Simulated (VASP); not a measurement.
# Ni in VASP: notebook, part 2 of 2

VASP 6.6.1. Earlier steps stand in the parts before.

## 4. Electric field gradients, LDA, collinear spin, ferromagnetic start (11.16 Å³/atom)

This run uses another cell than the first one, of 11.16 Å³/atom.

File INCAR:

```
SYSTEM = Ni
PREC = Accurate ; ENCUT = 520
EDIFF = 1E-8 ; ISMEAR = -1
SIGMA = 0.05 ; LREAL = .False.
LASPH = .True. ; NELM = 150
ALGO = Normal ; ISIF = 2
LWAVE = .False. ; LCHARG = .False.
ISPIN = 2 ; MAGMOM = 1.5
LORBIT = 11 ; LMAXMIX = 4
LEFG = .True. ; NBANDS = 15
```

File KPOINTS:

```
regular mesh
0
Gamma
  20 20 20
  0 0 0
```

File POSCAR:

```
Ni
1.0
    0.0000000000      1.7738236312      1.7738236312
    1.7738236312      0.0000000000      1.7738236312
    1.7738236312      1.7738236312      0.0000000000
Ni
1
Direct
    0.0000000000      0.0000000000      0.0000000000
```

Potentials or basis: VASP PAW LDA potentials, release 64 (Ni).

Run with:

```sh
$ cat potpaw_LDA.64/Ni/POTCAR > POTCAR
$ mpirun -np 1 vasp_std > vasp.out
```

OUTCAR:

```text
SYSTEM = Ni
   PREC = Accurate
   ENCUT = 520
   EDIFF = 1E-8
   ISMEAR = -1
   LREAL = .False.
   LASPH = .True.
   NELM = 150
   ISIF = 2
   ISPIN = 2
   LORBIT = 11

 ion  position               nearest neighbor table
   1  0.000  0.000  0.000-

  LATTYP: Found a face centered cubic cell.
 ALAT       =     3.5476472624

  Lattice vectors:

 A1 = (   0.0000000000,   1.7738236312,   1.7738236312)
 A2 = (   1.7738236312,   0.0000000000,   1.7738236312)
[... 1096 lines left out ...]

 Electric field gradients (V/A^2)
---------------------------------------------------------------------
 ion       V_xx      V_yy      V_zz      V_xy      V_xz      V_yz
---------------------------------------------------------------------
   1      -0.000    -0.000     0.000    -0.001    -0.001    -0.001
---------------------------------------------------------------------

 Electric field gradients after diagonalization (V/A^2)
 (convention: |V_zz| > |V_xx| > |V_yy|)
----------------------------------------------------------------------
 ion       V_xx      V_yy      V_zz     asymmetry (V_yy - V_xx)/ V_zz
----------------------------------------------------------------------
   1       0.001     0.001    -0.003       0.000
----------------------------------------------------------------------

           NMR quadrupolar parameters

 Cq : quadrupolar parameter    Cq=e*Q*V_zz/h
 eta: asymmetry parameters     (V_yy - V_xx)/ V_zz
 Q  : nuclear electric quadrupole moment in mb (millibarn)
----------------------------------------------------------------------
 ion       Cq(MHz)       eta       Q (mb)
----------------------------------------------------------------------
   1      -0.000       0.000       1.000
----------------------------------------------------------------------

 total charge

# of ion       s       p       d       tot
------------------------------------------
    1        0.489   0.474   8.314   9.276

 magnetization (x)

# of ion       s       p       d       tot
------------------------------------------
    1       -0.005  -0.018   0.642   0.619
```

OSZICAR:

```text
N       E                     dE             d eps       ncg     rms          rms(c)
DAV:   1     0.326486791865E+02    0.32649E+02   -0.42099E+03 16210   0.859E+02
DAV:   2    -0.606278823470E+01   -0.38711E+02   -0.35744E+02 17467   0.162E+02
DAV:   3    -0.756492488893E+01   -0.15021E+01   -0.14919E+01 18720   0.315E+01
DAV:   4    -0.757454914268E+01   -0.96243E-02   -0.96230E-02 18914   0.239E+00
DAV:   5    -0.757467869742E+01   -0.12955E-03   -0.12955E-03 19122   0.251E-01    0.103E+01
DAV:   6    -0.695258964859E+01    0.62209E+00   -0.15216E+01 22171   0.440E+01    0.668E+00
DAV:   7    -0.652268709078E+01    0.42990E+00   -0.30556E+00 20691   0.173E+01    0.168E+00
DAV:   8    -0.650902345592E+01    0.13664E-01   -0.22762E-02 18348   0.912E-01    0.875E-01
DAV:   9    -0.650570195306E+01    0.33215E-02   -0.20092E-03 25388   0.247E-01    0.291E-01
DAV:  10    -0.650473064176E+01    0.97131E-03   -0.11169E-03 26406   0.178E-01    0.380E-02
DAV:  11    -0.650471448655E+01    0.16155E-04   -0.21867E-05 22490   0.299E-02    0.257E-02
DAV:  12    -0.650471452680E+01   -0.40242E-07   -0.54265E-06 24169   0.120E-02    0.567E-03
DAV:  13    -0.650471435101E+01    0.17578E-06   -0.11148E-07 20478   0.391E-03    0.503E-03
DAV:  14    -0.650471417087E+01    0.18014E-06   -0.10310E-07 17754   0.209E-03    0.972E-04
DAV:  15    -0.650471416870E+01    0.21666E-08   -0.79915E-09 14820   0.765E-04
   1 F= -.65047142E+01 E0= -.64968913E+01  d E =-.156457E-01  mag=     0.6123
```

It took 92 s on 1 thread of Intel Xeon Platinum 8259CL at 2.50GHz (Skylake/Cascade Lake), shared host; peak memory 0.17 GiB.

What came out:

| Quantity | Value |
| --- | --- |
| Free energy | -6.5047 eV |
| Pressure | -20.7 GPa |
| Net moment | 0.61 μB per cell |
| Site moments | Ni +0.62 μB |
| Largest electric field gradient by atom | zero within the noise of the run |
| Valence electrons inside the program's atomic spheres | Ni 9.28 |

Levels at points of the mesh, in eV from the Fermi level:
Spin up:
```csv
k point,band 3,band 4,band 5,band 6,band 7,band 8
"(0.00, 0.00, 0.00)",-2.28,-2.28,-1.18,-1.18,23.58,27.12
"(0.50, 0.00, 0.00)",-2.28,-0.51,-0.51,-0.20,5.54,22.11
"(0.50, 0.50, 0.00)",-0.49,-0.37,-0.37,2.44,9.05,14.54
```
Spin down:
```tsv
k point	band 1	band 2	band 3	band 4	band 5	band 6	band 7	band 8	band 9	band 10
(0.00, 0.00, 0.00)	-8.76	-1.66	-1.66	-1.66	-0.60	-0.60	23.55	27.17	27.17	27.17
(0.50, 0.00, 0.00)	-4.26	-1.72	-1.72	-0.18	0.15	0.15	5.92	22.08	24.23	24.23
(0.50, 0.50, 0.00)	-4.09	-3.47	0.12	0.34	0.34	2.49	9.32	14.61	14.61	19.73
```

Caveat: the cell stands under tension.

## 5. Electric field gradients, LDA, collinear spin, ferromagnetic start (11.16 Å³/atom)

This run uses another cell than the first one, of 11.16 Å³/atom.

File INCAR:

```
ALGO     = Normal         # electronic algorithm
EDIFF    = 1E-8           # SCF threshold, eV
ENCUT    = 520            # plane-wave cutoff, eV
GGA      = CA             # functional
ISIF     = 2              # what is computed and relaxed
ISMEAR   = -1             # smearing method
ISPIN    = 2              # spin polarisation
LASPH    = True           # aspherical terms in the spheres
LCHARG   = False          # write CHGCAR
LEFG     = True         
LMAXMIX  = 4              # l up to which the mixer works
LORBIT   = 11             # projections on sites
LREAL    = False          # projectors in reciprocal space
LWAVE    = False          # write WAVECAR
MAGMOM   = 1.5            # initial moments
NBANDS   = 15             # bands
NELM     = 150            # most SCF steps
PREC     = Accurate       # precision mode
SIGMA    = 0.05           # smearing width, eV
```

File KPOINTS:

```
k-points
0
Gamma
  20 20 20
```

POSCAR is that of step 4.

Potentials or basis: VASP PAW LDA potentials, release 64 (Ni).

Run with:

```sh
$ cat potpaw_LDA.64/Ni/POTCAR > POTCAR
$ mpirun -np 1 vasp_std > vasp.out
```

OUTCAR:

```text
EDIFF = 1E-8
   ENCUT = 520
   GGA = CA
   ISIF = 2
   ISMEAR = -1
   ISPIN = 2
   LASPH = True
   LORBIT = 11
   LREAL = False
   NELM = 150
   PREC = Accurate

 ion  position               nearest neighbor table
   1  0.000  0.000  0.000-

  LATTYP: Found a face centered cubic cell.
 ALAT       =     3.5476472624

  Lattice vectors:

 A1 = (   0.0000000000,   1.7738236312,   1.7738236312)
 A2 = (   1.7738236312,   0.0000000000,   1.7738236312)
 A3 = (   1.7738236312,   1.7738236312,   0.0000000000)

Analysis of symmetry for initial positions (statically):
=====================================================================
 Subroutine PRICEL returns:
 Original cell was already a primitive cell.

 Routine SETGRP: Setting up the symmetry group for a
 face centered cubic supercell.

 Subroutine GETGRP returns: Found 48 space group operations
 (whereof 48 operations were pure point group operations)
 out of a pool of 48 trial point group operations.

The static configuration has the point symmetry O_h .

Analysis of symmetry for dynamics (positions and initial velocities):
=====================================================================
 Subroutine PRICEL returns:
 Original cell was already a primitive cell.

 Routine SETGRP: Setting up the symmetry group for a
 face centered cubic supercell.

 Subroutine GETGRP returns: Found 48 space group operations
 (whereof 48 operations were pure point group operations)
 out of a pool of 48 trial point group operations.

The dynamic configuration has the point symmetry O_h .

Analysis of structural, dynamic, and magnetic symmetry:
[... 613 lines left out ...]
     11      38.8277      0.00000
     12      38.8277      0.00000
     13      38.8277      0.00000
     14      41.8867      0.00000
[... 403 lines left out ...]
      4       7.0704      1.00000
      5       8.4705      0.97787
      6       8.7821      0.07997
      7      17.8892      0.00000
      8      30.1597      0.00000
      9      32.4059      0.00000
     10      34.1209      0.00000
     11      36.2663      0.00000
     12      38.0328      0.00000
     13      42.1599      0.00000
     14      48.6368      0.00000
     15      50.4029      0.00000

 [... further k-points ...]
[... 5 lines left out ...]
  --------------------------------------------------------------------------------------
  -------------------------------------------------------------------------------------
  Total       -1.4455333     -1.4455333     -1.4455333      0.0000000      0.0000000      0.0000000
  in kB     -207.4805462   -207.4805462   -207.4805462      0.0000000      0.0000000      0.0000000
  external PRESSURE =    -207.4805462 kB  Pullay stress =       0.0000000 kB

 VOLUME and BASIS-vectors are now :
 -----------------------------------------------------------------------------
  energy-cutoff  :      520.00
  volume of cell :       11.16
      direct lattice vectors                 reciprocal lattice vectors
     0.000000000  1.773823631  1.773823631    -0.281876953  0.281876953  0.281876953
     1.773823631  0.000000000  1.773823631     0.281876953 -0.281876953  0.281876953
     1.773823631  1.773823631  0.000000000     0.281876953  0.281876953 -0.281876953

 POSITION                                       TOTAL-FORCE (eV/Angst)
 -----------------------------------------------------------------------------------
      0.00000      0.00000      0.00000        -0.000000      0.000000      0.000000
 -----------------------------------------------------------------------------------
    total drift:                                0.000000      0.000000      0.000000

  FREE ENERGIE OF THE ION-ELECTRON SYSTEM (eV)
  ---------------------------------------------------
  free  energy   TOTEN  =        -6.5047141687 eV

  energy  without entropy=       -6.4890684967  energy(sigma->0) =       -6.49689133

 Electric field gradients (V/A^2)
---------------------------------------------------------------------
 ion       V_xx      V_yy      V_zz      V_xy      V_xz      V_yz
---------------------------------------------------------------------
   1      -0.000    -0.000     0.000    -0.001    -0.001    -0.001
---------------------------------------------------------------------

 Electric field gradients after diagonalization (V/A^2)
 (convention: |V_zz| > |V_xx| > |V_yy|)
----------------------------------------------------------------------
 ion       V_xx      V_yy      V_zz     asymmetry (V_yy - V_xx)/ V_zz
----------------------------------------------------------------------
   1       0.001     0.001    -0.003       0.000
----------------------------------------------------------------------

           NMR quadrupolar parameters

 Cq : quadrupolar parameter    Cq=e*Q*V_zz/h
 eta: asymmetry parameters     (V_yy - V_xx)/ V_zz
 Q  : nuclear electric quadrupole moment in mb (millibarn)
----------------------------------------------------------------------
 ion       Cq(MHz)       eta       Q (mb)
----------------------------------------------------------------------
   1      -0.000       0.000       1.000
----------------------------------------------------------------------

 total charge

# of ion       s       p       d       tot
------------------------------------------
    1        0.489   0.474   8.314   9.276

 magnetization (x)

# of ion       s       p       d       tot
------------------------------------------
    1       -0.005  -0.018   0.642   0.619
```

stdout:

```text
POSCAR found type information on POSCAR Ni
 POSCAR found :  1 types and       1 ions
 scaLAPACK will be used
 LDA part: xc-table for (Slater(with rela. corr.)+CA(PZ))
 , standard interpolation
 POSCAR, INCAR and KPOINTS ok, starting setup
 FFT: planning ... GRIDC
 FFT: planning ... GRID_SOFT
 FFT: planning ... GRID
 WAVECAR not read
 entering main loop
ion   1
```

It took 85 s on 1 thread of Intel Xeon Platinum 8259CL at 2.50GHz (Skylake/Cascade Lake), shared host; peak memory 0.17 GiB.

Results:

- Free energy: -6.5047 eV
- Pressure: -20.7 GPa
- Net moment: 0.61 μB per cell
- Site moments: Ni +0.62 μB
- Largest electric field gradient by atom: zero within the noise of the run
- Valence electrons inside the program's atomic spheres: Ni 9.28

Levels at points of the mesh, in eV from the Fermi level:
Spin up:
```
           k point  band 3  band 4  band 5  band 6  band 7  band 8
(0.00, 0.00, 0.00)   -2.28   -2.28   -1.18   -1.18   23.58   27.12
(0.50, 0.00, 0.00)   -2.28   -0.51   -0.51   -0.20    5.54   22.11
(0.50, 0.50, 0.00)   -0.49   -0.37   -0.37    2.44    9.05   14.54
```
Spin down:
```tsv
k point	band 2	band 3	band 4	band 5	band 6	band 7	band 8	band 9
(0.00, 0.00, 0.00)	-1.66	-1.66	-1.66	-0.60	-0.60	23.55	27.17	27.17
(0.50, 0.00, 0.00)	-1.72	-1.72	-0.18	0.15	0.15	5.92	22.08	24.23
(0.50, 0.50, 0.00)	-3.47	0.12	0.34	0.34	2.49	9.32	14.61	14.61
```

Caveat: the cell stands under tension.

## 6. Electric field gradients, LDA, collinear spin, ferromagnetic start (11.49 Å³/atom)

This run uses another cell than the first one, of 11.49 Å³/atom.

File INCAR:

```
PREC     = Accurate       # precision mode
ENCUT    = 520            # plane-wave cutoff, eV
EDIFF    = 1E-8           # SCF threshold, eV
ISMEAR   = -1             # smearing method
SIGMA    = 0.05           # smearing width, eV
LREAL    = False          # projectors in reciprocal space
LASPH    = True           # aspherical terms in the spheres
NELM     = 150            # most SCF steps
ALGO     = Normal         # electronic algorithm
ISIF     = 2              # what is computed and relaxed
LWAVE    = False          # write WAVECAR
LCHARG   = False          # write CHGCAR
ISPIN    = 2              # spin polarisation
MAGMOM   = 1.5            # initial moments
LORBIT   = 11             # projections on sites
LMAXMIX  = 4              # l up to which the mixer works
LEFG     = True         
NBANDS   = 15             # bands
```

File KPOINTS:

```
Automatic mesh
0
Gamma
  20 20 20
```

File POSCAR:

```
Ni
1.0
    0.0000000000      1.7912151680      1.7912151680
    1.7912151680      0.0000000000      1.7912151680
    1.7912151680      1.7912151680      0.0000000000
Ni
1
Direct
    0.0000000000      0.0000000000      0.0000000000
```

Potentials or basis: VASP PAW LDA potentials, release 64 (Ni).

Run with:

```sh
$ cat potpaw_LDA.64/Ni/POTCAR > POTCAR
$ mpirun -np 1 vasp_std > vasp.out
```

OUTCAR:

```text
PREC = Accurate
   ENCUT = 520
   EDIFF = 1E-8
   ISMEAR = -1
   LREAL = False
   LASPH = True
   NELM = 150
   ISIF = 2
   ISPIN = 2
   LORBIT = 11

 ion  position               nearest neighbor table
   1  0.000  0.000  0.000-

  LATTYP: Found a face centered cubic cell.
 ALAT       =     3.5824303360

  Lattice vectors:

 A1 = (   0.0000000000,   1.7912151680,   1.7912151680)
 A2 = (   1.7912151680,   0.0000000000,   1.7912151680)
 A3 = (   1.7912151680,   1.7912151680,   0.0000000000)

Analysis of symmetry for initial positions (statically):
=====================================================================
[... 1097 lines left out ...]
 ion       V_xx      V_yy      V_zz      V_xy      V_xz      V_yz
---------------------------------------------------------------------
   1      -0.000     0.000     0.000    -0.001    -0.001    -0.001
---------------------------------------------------------------------

 Electric field gradients after diagonalization (V/A^2)
 (convention: |V_zz| > |V_xx| > |V_yy|)
----------------------------------------------------------------------
 ion       V_xx      V_yy      V_zz     asymmetry (V_yy - V_xx)/ V_zz
----------------------------------------------------------------------
   1       0.001     0.001    -0.002       0.000
----------------------------------------------------------------------

           NMR quadrupolar parameters

 Cq : quadrupolar parameter    Cq=e*Q*V_zz/h
 eta: asymmetry parameters     (V_yy - V_xx)/ V_zz
 Q  : nuclear electric quadrupole moment in mb (millibarn)
----------------------------------------------------------------------
 ion       Cq(MHz)       eta       Q (mb)
----------------------------------------------------------------------
   1      -0.000       0.000       1.000
----------------------------------------------------------------------

 total charge

# of ion       s       p       d       tot
------------------------------------------
    1        0.477   0.449   8.303   9.229

 magnetization (x)

# of ion       s       p       d       tot
------------------------------------------
    1       -0.005  -0.018   0.648   0.625
```

Wall time 82 s (1 thread of Intel Xeon Platinum 8259CL at 2.50GHz (Skylake/Cascade Lake), shared host); peak memory 0.18 GiB.

What came out:

| Item | Value |
| --- | --- |
| Free energy | -6.4577 eV |
| Pressure | -24.6 GPa |
| Net moment | 0.62 μB per cell |
| Site moments | Ni +0.62 μB |
| Largest electric field gradient by atom | zero within the noise of the run |
| Valence electrons inside the program's atomic spheres | Ni 9.23 |

Caveat: the cell stands under tension.

## 7. Overview

```csv
cell,gap on the mesh (eV),pressure (GPa),moment (μB)
"a = 2.488, b = 2.488, c = 2.500 Å, angles 59.8, 59.8, 60.3°, 1 atom",none,-17.7,0.61
"a = 2.509 Å, angles 60.0°, 1 atom",none,-20.7,0.61
"a = 2.533 Å, angles 60.0°, 1 atom",none,-24.6,0.62
```

Alike in all rows: task electric field gradients; level LDA; potentials or basis VASP PAW LDA potentials, release 64 (Ni); spin collinear, ferromagnetic start; k mesh 20 × 20 × 20; cutoff (eV) 520; smearing fermi-dirac 0.05 eV.

Caveats: the cell stands under tension.

Absolute energies hang on the potentials; compare differences alone.
